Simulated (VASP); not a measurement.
# GdN (Fm-3m) in VASP: vibrations by perturbation theory with PBEsol

Aim: the vibrations by perturbation theory of GdN with PBEsol.

Everything below comes from runs of VASP 6.6.1. Logs are shortened: lines on timing, memory, paths and dates and some standing lists are left out, and cuts for length are marked.

## 1. The cell of the first run

The structure is cubic, space group Fm-3m (No. 225). The conventional cell has a = 4.923 Å, b = 4.923 Å, c = 4.923 Å, α = 90.00°, β = 90.00°, γ = 90.00°. Gd (site symmetry m-3m) has 6 N at 2.46 Å within 3.2 Å. Within 3.2 Å of N (site symmetry m-3m) lie 6 Gd at 2.46 Å.

## 2. Vibrations by perturbation theory, PBEsol, collinear spin, ferromagnetic start

The input, INCAR:

```
SYSTEM = GdN
PREC     = Accurate       ! precision mode
ENCUT    = 520            ! plane-wave cutoff, eV
EDIFF    = 1E-8           ! SCF threshold, eV
ISMEAR   = 0              ! smearing method
SIGMA    = 0.15           ! smearing width, eV
LREAL    = .False.        ! projectors in reciprocal space
LASPH    = .True.         ! aspherical terms in the spheres
NELM     = 150            ! most SCF steps
ALGO     = Normal         ! electronic algorithm
ISIF     = 2              ! what is computed and relaxed
LWAVE    = .False.        ! write WAVECAR
LCHARG   = .False.        ! write CHGCAR
ISPIN    = 2              ! spin polarisation
MAGMOM   = 7.54 0         ! initial moments
LORBIT   = 11             ! projections on sites
LMAXMIX  = 6              ! l up to which the mixer works
GGA      = PS             ! functional
IBRION   = 8              ! ionic algorithm
NSW      = 1              ! ionic steps
```

The input, KPOINTS:

```
Automatic mesh
0
Gamma
  12 12 12
  0 0 0
```

The input, POSCAR:

```
GdN
1.0
    0.0000000000      2.4613152115      2.4613152115
    2.4613152115      0.0000000000      2.4613152115
    2.4613152115      2.4613152115      0.0000000000
Gd N
1 1
Direct
    0.5000000000      0.5000000000      0.5000000000
    0.0000000000      0.0000000000      0.0000000000
```

Potentials or basis: VASP PAW PBE potentials, release 64 (Gd, N).

Command:

```
> cat potpaw_PBE.64/Gd/POTCAR potpaw_PBE.64/N/POTCAR > POTCAR
> mpirun -np 1 vasp_std > vasp.out
```

OUTCAR:

```text
SYSTEM = GdN
   PREC = Accurate
   ENCUT = 520
   EDIFF = 1E-8
   ISMEAR = 0
   LREAL = .False.
   LASPH = .True.
   NELM = 150
   ISIF = 2
   ISPIN = 2
   LORBIT = 11
   GGA = PS
   IBRION = 8
   NSW = 1

 ion  position               nearest neighbor table
   1  0.500  0.500  0.500-   2 2.46   2 2.46   2 2.46   2 2.46   2 2.46   2 2.46
   2  0.000  0.000  0.000-   1 2.46   1 2.46   1 2.46   1 2.46   1 2.46   1 2.46

  LATTYP: Found a face centered cubic cell.
 ALAT       =     4.9226304230

  Lattice vectors:

 A1 = (   0.0000000000,   2.4613152115,   2.4613152115)
 A2 = (   2.4613152115,   0.0000000000,   2.4613152115)
 A3 = (   2.4613152115,   2.4613152115,   0.0000000000)

Analysis of symmetry for initial positions (statically):
=====================================================================
 Subroutine PRICEL returns:
 Original cell was already a primitive cell.

 Routine SETGRP: Setting up the symmetry group for a
 face centered cubic supercell.

 Subroutine GETGRP returns: Found 48 space group operations
 (whereof 48 operations were pure point group operations)
 out of a pool of 48 trial point group operations.

The static configuration has the point symmetry O_h .

Analysis of symmetry for dynamics (positions and initial velocities):
=====================================================================
 Subroutine PRICEL returns:
 Original cell was already a primitive cell.

 Routine SETGRP: Setting up the symmetry group for a
 face centered cubic supercell.

 Subroutine GETGRP returns: Found 48 space group operations
 (whereof 48 operations were pure point group operations)
 out of a pool of 48 trial point group operations.

The dynamic configuration has the point symmetry O_h .

Analysis of structural, dynamic, and magnetic symmetry:
=====================================================================
 Subroutine PRICEL returns:
 Original cell was already a primitive cell.

 Routine SETGRP: Setting up the symmetry group for a
 face centered cubic supercell.

 Subroutine GETGRP returns: Found 48 space group operations
 (whereof 48 operations were pure point group operations)
 out of a pool of 48 trial point group operations.

The overall configuration has the point symmetry O_h .

 Subroutine INISYM returns: Found 48 space group operations
 (whereof 48 operations are pure point group operations),
 and found     1 'primitive' translations

----------------------------------------------------------------------------------------

                                     Primitive cell

  volume of cell :      29.8217

  direct lattice vectors                    reciprocal lattice vectors
     0.000000000  2.461315212  2.461315212    -0.203143424  0.203143424  0.203143424
     2.461315212  0.000000000  2.461315212     0.203143424 -0.203143424  0.203143424
     2.461315212  2.461315212  0.000000000     0.203143424  0.203143424 -0.203143424

  length of vectors
     3.480825353  3.480825353  3.480825353     0.351854732  0.351854732  0.351854732

  position of ions in fractional coordinates (direct lattice)
     0.500000000  0.500000000  0.500000000
     0.000000000  0.000000000  0.000000000

  ion indices of the primitive-cell ions
   primitive index   ion index
                 1           1
                 2           2
[... 108 lines left out ...]
 NGX is ok and might be reduce to    28
   NGX = 13   NGY = 13   NGZ = 13

--------------------------------------- Ionic step        1  -------------------------------------------

 number of electron      23.0000002 magnetization       6.9974799

 Free energy of the ion-electron system (eV)
  ---------------------------------------------------
  ext. energy  EPLUGINS =         0.00000000
  ---------------------------------------------------
  free energy    TOTEN  =       -24.07253574 eV

  energy without entropy =      -24.07148732  energy(sigma->0) =      -24.07201153

 E-fermi :   4.0396     XC(G=0): -12.0028

 val. band max:        3.9758091951   @ k =   0.0833   0.0000   0.0000
 cond. band min:       4.0464082417   @ k =   0.5000   0.5000   0.0000
 fundamental gap:      0.0705990466
 Fermi energy:         4.0396128259

 spin component 1

 k-point     1 :       0.0000    0.0000    0.0000
  band No.  band energies     occupation
      1     -39.5959      1.00000
      2     -16.5666      1.00000
      3     -16.5666      1.00000
      4     -16.5666      1.00000
      5      -9.1397      1.00000
      6       0.5103      1.00000
[... 517 lines left out ...]
     18       9.9203      0.00000
     19      11.9972      0.00000

 [... further k-points ...]

 spin component 2

 k-point     1 :       0.0000    0.0000    0.0000
  band No.  band energies     occupation
      1     -36.5253      1.00000
      2     -14.3092      1.00000
      3     -14.3092      1.00000
      4     -14.3092      1.00000
      5      -9.1131      1.00000
      6       3.0694      1.00000
[... 520 lines left out ...]
 [... further k-points ...]
[... 5 lines left out ...]
  --------------------------------------------------------------------------------------
  -------------------------------------------------------------------------------------
  Total        0.0315341      0.0315341      0.0315341      0.0000000      0.0000000      0.0000000
  in kB        1.6941770      1.6941770      1.6941770      0.0000000      0.0000000      0.0000000
  external PRESSURE =       1.6941770 kB  Pullay stress =       0.0000000 kB

 VOLUME and BASIS-vectors are now :
 -----------------------------------------------------------------------------
  energy-cutoff  :      520.00
  volume of cell :       29.82
      direct lattice vectors                 reciprocal lattice vectors
     0.000000000  2.461315212  2.461315212    -0.203143424  0.203143424  0.203143424
     2.461315212  0.000000000  2.461315212     0.203143424 -0.203143424  0.203143424
     2.461315212  2.461315212  0.000000000     0.203143424  0.203143424 -0.203143424

 POSITION                                       TOTAL-FORCE (eV/Angst)
 -----------------------------------------------------------------------------------
      2.46132      2.46132      2.46132        -0.000000     -0.000000     -0.000000
      0.00000      0.00000      0.00000         0.000000      0.000000      0.000000
 -----------------------------------------------------------------------------------
    total drift:                                0.000000      0.000000      0.000000

  FREE ENERGIE OF THE ION-ELECTRON SYSTEM (eV)
  ---------------------------------------------------
  free  energy   TOTEN  =       -24.0725357432 eV

  energy  without entropy=      -24.0714873211  energy(sigma->0) =      -24.07201153

[... ionic steps 2 to 3 ...]

--------------------------------------- Ionic step        4  -------------------------------------------

------------------------ aborting loop because EDIFF is reached ----------------------------------------

[... ionic steps 5 to 6 ...]

--------------------------------------- Ionic step        7  -------------------------------------------

 Free energy of the ion-electron system (eV)
  ---------------------------------------------------
  ---------------------------------------------------
  free energy    TOTEN  =        -0.23246859 eV

  energy without entropy =       -0.23246859

------------------------ aborting loop because EDIFF is reached ----------------------------------------

 INTERNAL STRAIN TENSOR  FOR ION    2  DIRECTION 1   (eV/Angst):
 -----------------------------------------------------------------------------
    -0.04793 -0.00000  0.00000
    -0.00000 -0.03294  0.00000
     0.00000  0.00000 -0.03294

 INTERNAL STRAIN TENSOR FOR ION    2 for displacements in x,y,z  (eV/Angst):
          X           Y           Z          XY          YZ          ZX
  --------------------------------------------------------------------------------
  x     0.00000     0.00000     0.00000     0.00000     0.00000     0.00000
  y     0.00000     0.00000     0.00000     0.00000     0.00000     0.00000
  z     0.00000     0.00000     0.00000     0.00000     0.00000     0.00000

 SECOND DERIVATIVES (NOT SYMMETRIZED)
 ------------------------------------
               1X          1Y          1Z          2X          2Y          2Z
  1X    -2.132717    0.000000    0.000000    2.132717    0.000000    0.000000
  1Y     0.000000   -2.132717    0.000000    0.000000    2.132717    0.000000
  1Z     0.000000    0.000000   -2.132717    0.000000    0.000000    2.132717
  2X     1.432264    0.000000    0.000000   -1.432264    0.000000    0.000000
  2Y     0.000000    1.432264    0.000000    0.000000   -1.432264    0.000000
  2Z     0.000000    0.000000    1.432264    0.000000    0.000000   -1.432264

 Eigenvectors and eigenvalues of the dynamical matrix
 ----------------------------------------------------

   1 f  =    5.332279 THz    33.503695 2PiTHz  177.865671 cm-1    22.052523 meV
             X         Y         Z           dx          dy          dz
      2.461315  2.461315  2.461315    -0.346699    0.000000    0.000000
      0.000000  0.000000  0.000000     0.937977    0.000000    0.000000
[... 21 lines left out ...]
   6 f/i=    0.342108 THz     2.149528 2PiTHz   11.411496 cm-1     1.414845 meV
             X         Y         Z           dx          dy          dz
      2.461315  2.461315  2.461315     0.000000    0.000000    0.937977
      0.000000  0.000000  0.000000     0.000000    0.000000    0.346699

--------------------------------------------------------------------------------------------------------

 ELASTIC MODULI CONTR FROM IONIC RELAXATION (kBar)
 Direction    XX          YY          ZZ          XY          YZ          ZX
 --------------------------------------------------------------------------------
 XX           0.0000      0.0000      0.0000      0.0000      0.0000      0.0000
 YY           0.0000      0.0000      0.0000      0.0000      0.0000      0.0000
 ZZ           0.0000      0.0000      0.0000      0.0000      0.0000      0.0000
 XY           0.0000      0.0000      0.0000      0.0000      0.0000      0.0000
 YZ           0.0000      0.0000      0.0000      0.0000      0.0000      0.0000
 ZX           0.0000      0.0000      0.0000      0.0000      0.0000      0.0000
 --------------------------------------------------------------------------------

 total charge

# of ion       s       p       d       f       tot
--------------------------------------------------
    1        2.034   5.651   0.563   6.994  15.242
    2        1.246   2.383   0.000   0.000   3.629
--------------------------------------------------
tot          3.280   8.034   0.563   6.994  18.871

 magnetization (x)

# of ion       s       p       d       f       tot
--------------------------------------------------
    1       -0.004  -0.070   0.088   6.796   6.811
    2       -0.008  -0.084   0.000   0.000  -0.091
--------------------------------------------------
tot         -0.012  -0.154   0.088   6.796   6.719
```

It took 33 min on 1 thread of AMD EPYC 7R43 (Zen 3), shared host; peak memory 0.5 GiB.

Results:

```
Net moment                                            : 7.00 μB per cell
Site moments                                          : Gd +6.81; N -0.09 μB
Valence electrons inside the program's atomic spheres : Gd 15.24; N 3.63
Highest phonon frequency at Γ                         : 178 cm⁻¹
```

Phonon frequencies in cm⁻¹ (negative: imaginary):
| q point | frequencies |
| --- | --- |
| (0.000, 0.000, 0.000) | -11 -11 -11 178 178 178 |

Caveat: some modes are imaginary; the PAW data sets were made with another functional, which shifts forces and pressure a little; spin-orbit coupling is left out, which moves the levels of the heavy elements; a cell with one magnetic atom can't hold antiferromagnetic order, which such compounds often take; semilocal functionals describe open f shells poorly, which spoils levels, moments and volumes.
